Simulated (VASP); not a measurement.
The system is I.

```
CELL_PARAMETERS angstrom
0.00000 2.33363 3.85700
2.16262 0.00000 3.85700
2.16262 2.33363 0.00000
ATOMIC_POSITIONS crystal
I 0.00000 0.00000 0.00000
```

This cell differs from its parent crystal: volume scaled by 0.96.

Base run:

- Program: VASP 6.6.1
- Functional: PBE
- Potentials or basis: VASP PAW PBE potentials, release 64 (I)
- Cutoff: 520 eV
- k mesh: 9 × 9 × 9
- Occupations: fermi-dirac, width 0.05 eV
- Spin: no spin polarisation

Its results: pressure 1.6 GPa.

Problem. After a change of settings the same cell gave: pressure -0.4 GPa. Which change was it?
A. functional from PBE to BLYP
B. functional from PBE to r2SCAN
C. functional from PBE to PBEsol
D. functional from PBE to LDA; potentials or basis from VASP PAW PBE potentials, release 64 (I) to VASP PAW LDA potentials, release 64 (I)

Solution. C.

PBEsol binds more tightly than PBE, so the same cell stands under less pressure.

Caveats: an odd number of electrons without spin polarisation forces a metal; a magnetic or distorted state may lie lower; the PAW data sets were made with another functional, which shifts forces and pressure a little (some runs).
